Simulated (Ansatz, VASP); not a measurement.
# HfN in VASP and in Ansatz

File INCAR:

```
PREC = Accurate
ENCUT = 520
EDIFF = 1E-7
ISMEAR = 0
SIGMA = 0.15
LREAL = F
LASPH = T
NELM = 100
ALGO = Normal
ISIF = 2
LWAVE = F
LCHARG = F
NBANDS = 23
```

The input KPOINTS:

```
regular mesh
0
Gamma
  14 14 10
```

File POSCAR:

```
HfN
1.0
    0.0000000000     -2.2339756809     -2.2339756809
    0.0000000000      2.2339756809     -2.2339756809
    4.4679513618      0.0000000000      0.0000000000
Hf N
2 2
Direct
    0.5044889916      0.4955110084      0.5000000000
   -0.0044889916      0.0044889916      0.0000000000
    0.4925393283      0.5074606717      0.0000000000
    0.0074606717     -0.0074606717      0.5000000000
```

Input for Ansatz:

```yaml
crystal:
  lattice:
    - [0.0, -2.2339756809, -2.2339756809]
    - [0.0, 2.2339756809, -2.2339756809]
    - [4.4679513618, 0.0, 0.0]
  atoms:
    - { symbol: Hf, position: [0.5044889916, 0.4955110084, 0.5] }
    - { symbol: Hf, position: [-0.0044889916, 0.0044889916, 0.0] }
    - { symbol: "N", position: [0.4925393283, 0.5074606717, 0.0] }
    - { symbol: "N", position: [0.0074606717, -0.0074606717, 0.5] }
basis:
  ecutwfc: 520.0
kpoints:
  mp_grid: { grid: [14, 14, 10] }
hamiltonian:
  xc: lda
  pseudopotentials: { kind: paw, azcp: { folder: soft_1 } }
scf:
  occupations: { method: gaussian, width: 0.15 }
output:
  forces: true
  stress: true
  eigenvalues: true
  write_density: true
  write_potential: true
  elf: true
  volumetric_format: npy
```

Change from the starting cell: mode 4 frozen in at -0.021 Å and mode 11 at +0.022 Å (largest displacements).

Alike in both runs: task single point; functional LDA; k mesh 14 × 14 × 10; occupations gaussian, width 0.15 eV; no spin polarisation.

|  | VASP | Ansatz |
| --- | --- | --- |
| version | VASP 6.6.1 | Ansatz 0.2.0 |
| potentials or method | VASP PAW LDA potentials, release 64 (Hf_pv, N), cutoff 520 eV | scalar-relativistic, plane waves, PAW |
| valence electrons in the cell | 30 | 62 |

Ansatz gave:

```
gap on the k mesh at the Fermi level (eV)                     : none
pressure (GPa)                                                : 0.1
traceless stress, the component that is largest in VASP (GPa) : -0.48
rms of the force components (eV/Å)                            : 0.142
```

Which values does VASP return?

gap on the k mesh at the Fermi level (eV): none; pressure (GPa): -1.1; traceless stress, the component that is largest in VASP (GPa): -0.47; rms of the force components (eV/Å): 0.144.

Ansatz warns that its potentials were made for another functional, while VASP's fit it. LDA's correlation is that of Perdew and Zunger in VASP and of Perdew and Wang (1992) in Ansatz. Atom by atom the forces differ by 0.003 eV/Å (rms over components). A gap of «none» marks a metal or a gap that the smearing closes. VASP's potentials hold 30 valence electrons a cell and Ansatz's 62, so a difference there can come from the potentials and not from the codes.

Neither program's run includes spin-orbit coupling.
